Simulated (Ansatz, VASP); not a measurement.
**Two plane-wave programs on TaN**

```
CELL_PARAMETERS angstrom
2.92852 0.00000 0.00000
-1.46426 2.53617 0.00000
0.00000 0.00000 2.88079
ATOMIC_POSITIONS crystal
Ta 0.33333 0.66667 0.50000
N 0.00000 0.00000 0.00000
```

Alike in both runs: functional PBE; dispersion D3(BJ); k mesh 18 × 18 × 14; occupations gaussian, width 0.1 eV; no spin polarisation.

Ansatz relaxed the structure, and its values are those at the end. VASP's run is a single point on that final structure, the one shown.

|  | VASP | Ansatz |
| --- | --- | --- |
| version | VASP 6.6.1 | Ansatz 0.2.0 |
| potentials or method | VASP PAW PBE potentials, release 64 (Ta_pv, N), cutoff 520 eV | scalar-relativistic, plane waves, PAW |
| valence electrons in the cell | 16 | 18 |

|  | VASP | Ansatz | Ansatz less VASP |
| --- | --- | --- | --- |
| gap on the k mesh at the Fermi level (eV) | none | none | - |
| pressure (GPa) | 0.7 | 0.0 | -0.75 |

A gap of «none» marks a metal or a gap that the smearing closes. VASP's potentials hold 16 valence electrons a cell and Ansatz's 18, so a difference there can come from the potentials and not from the codes.

Spin-orbit coupling is off throughout.
